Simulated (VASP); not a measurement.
Wanted: the native input for a VASP 6.6.1 run.

* Task: single point
* Functional: r2SCAN
* Potentials or basis: VASP PAW PBE potentials, release 64 (Cr_pv)
* Cutoff: 520 eV
* k mesh: 10 × 10 × 14
* Occupations: fermi-dirac, width 0.05 eV
* Spin: collinear spin, ferromagnetic start
* Starting moments: [2.301, 0.494, 0.494] μB
* Dipole correction: no
* Further INCAR settings: ALGO = Normal; EDIFF = 1e-07; NBANDS = 29

Crystal: Cr.

```xyz
3
Lattice="4.0109 0.0000 0.0000 -2.0054 3.4735 0.0000 0.0000 0.0000 2.4221" Properties=species:S:1:pos:R:3 pbc="T T T"
Cr    2.0054    3.4735    0.0000
Cr    0.0000    2.3157    1.2110
Cr    2.0054    1.1578    1.2110
```

This cell differs from its parent crystal: volume scaled by 0.92.

One way to write it, as run:

POSCAR

```
Cr
1.0
    4.0108775422      0.0000000000      0.0000000000
   -2.0054387711      3.4735218430      0.0000000000
    0.0000000000      0.0000000000      2.4220940111
Cr
3
Direct
    1.0000000000      1.0000000000      0.0000000000
    0.3333333333      0.6666666667      0.5000000000
    0.6666666667      0.3333333333      0.5000000000
```

INCAR.step1

```
SYSTEM = Cr
  ALGO = Normal
  EDIFF = 1E-4
  ENCUT = 520
  GGA = PE
  ISMEAR = -1
  ISPIN = 2
  LASPH = .True.
  LCHARG = .False.
  LMAXMIX = 4
  LREAL = .False.
  LWAVE = .True.
  MAGMOM = 2.301 0.494 0.494
  NBANDS = 29
  NELM = 150
  PREC = Accurate
  SIGMA = 0.05
```

INCAR.step2

```
SYSTEM = Cr
  ALGO = Normal
  EDIFF = 1E-7
  ENCUT = 520
  ISIF = 2
  ISMEAR = -1
  ISPIN = 2
  ISTART = 1
  LASPH = .True.
  LCHARG = .True.
  LELF = .True.
  LMAXMIX = 4
  LMIXTAU = .True.
  LORBIT = 11
  LREAL = .False.
  LVHAR = .True.
  LWAVE = .False.
  MAGMOM = 2.301 0.494 0.494
  METAGGA = R2SCAN
  NBANDS = 29
  NELM = 150
  PREC = Accurate
  SIGMA = 0.05
```

KPOINTS

```
k-points
0
Gamma
  10 10 14
  0 0 0
```

Potentials or basis: VASP PAW PBE potentials, release 64 (Cr_pv).

Launch:

```console
$ cat potpaw_PBE.64/Cr_pv/POTCAR > POTCAR
$ cp INCAR.step1 INCAR
$ mpirun -np 1 vasp_std > vasp.out
$ cp INCAR.step2 INCAR
$ mpirun -np 1 vasp_std > vasp.out
```

Results of the run:

```yaml
Pressure: 11.6 GPa
Net_moment: 1.85 μB per cell
Site_moments: Cr +0.65, +0.59 μB
Valence_electrons_inside_the_program's_atomic_spheres: Cr 11.29, 11.40
```

Caveat: the PAW data sets were made with another functional, which shifts forces and pressure a little.

Run time: 7.3 min on 1 thread of Intel(R) Xeon(R) 6975P-C (Granite Rapids), with other jobs on the host, peak memory 0.26 GiB.
